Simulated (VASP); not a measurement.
A run of VASP 6.6.1:

The input POSCAR:

```
BaTiO3
1.0
    4.0224694700     -2.8655095700     -2.8756596700
    0.0000000000      2.8655095700     -2.8756596700
    4.0224694700      2.8655095700      2.8756596700
Ba Ti O
2 2 6
Direct
    0.0000000000      0.0000000000      0.0000000000
    0.5000000000      0.0000000000      0.5000000000
    0.9915000000      0.4830000000      0.5085000000
    0.4915000000      0.4830000000      0.0085000000
    0.7555000000      0.5110000000      0.2445000000
    0.2555000000      0.5110000000      0.7445000000
    0.9977350000      0.0076700000      0.5022650000
    0.4977350000      0.0076700000      0.0022650000
    0.7538350000      0.4954700000      0.7461650000
    0.2538350000      0.4954700000      0.2461650000
```

Contents of INCAR.step1:

```
SYSTEM = BaTiO3
PREC = Accurate
ENCUT = 520
ISMEAR = -1
SIGMA = 0.1
LREAL = .FALSE.
LASPH = .TRUE.
NELM = 150
LMAXMIX = 4
LDAU = .TRUE.
LDAUTYPE = 2
LDAUL = -1 2 -1
LDAUU = 0 3.72 0
LDAUJ = 0 0 0
NBANDS = 51
GGA = PE
ALGO = Normal
EDIFF = 1E-4
LWAVE = .TRUE.
LCHARG = .FALSE.
```

Contents of INCAR.step2:

```
SYSTEM = BaTiO3
PREC = Accurate
ENCUT = 520
EDIFF = 1E-6
ISMEAR = -1
SIGMA = 0.1
LREAL = .FALSE.
LASPH = .TRUE.
NELM = 150
ALGO = Normal
ISIF = 2
LWAVE = .FALSE.
LCHARG = .FALSE.
LMAXMIX = 4
LDAU = .TRUE.
LDAUTYPE = 2
LDAUL = -1 2 -1
LDAUU = 0 3.72 0
LDAUJ = 0 0 0
LDAUPRINT = 1
METAGGA = R2SCAN
LMIXTAU = .TRUE.
NBANDS = 51
ISTART = 1
```

KPOINTS

```
Automatic mesh
0
G
  5 6 5
  0 0 0
```

Potentials or basis: VASP PAW PBE potentials, release 64 (Ba_sv, Ti_sv, O).

Run with:

```sh
$ cat potpaw_PBE.64/Ba_sv/POTCAR potpaw_PBE.64/Ti_sv/POTCAR potpaw_PBE.64/O/POTCAR > POTCAR
$ cp INCAR.step1 INCAR
$ mpirun -np 1 vasp_std > vasp.out
$ cp INCAR.step2 INCAR
$ mpirun -np 1 vasp_std > vasp.out
```

Hardware: 1 thread of Intel(R) Xeon(R) 6975P-C (Granite Rapids), on a shared host.

Task: How long does it take, and how much memory?

Result: Wall time 7.4 min on 1 thread of Intel(R) Xeon(R) 6975P-C (Granite Rapids) (shared host), peak memory 0.45 GiB. Counts: k points 48.
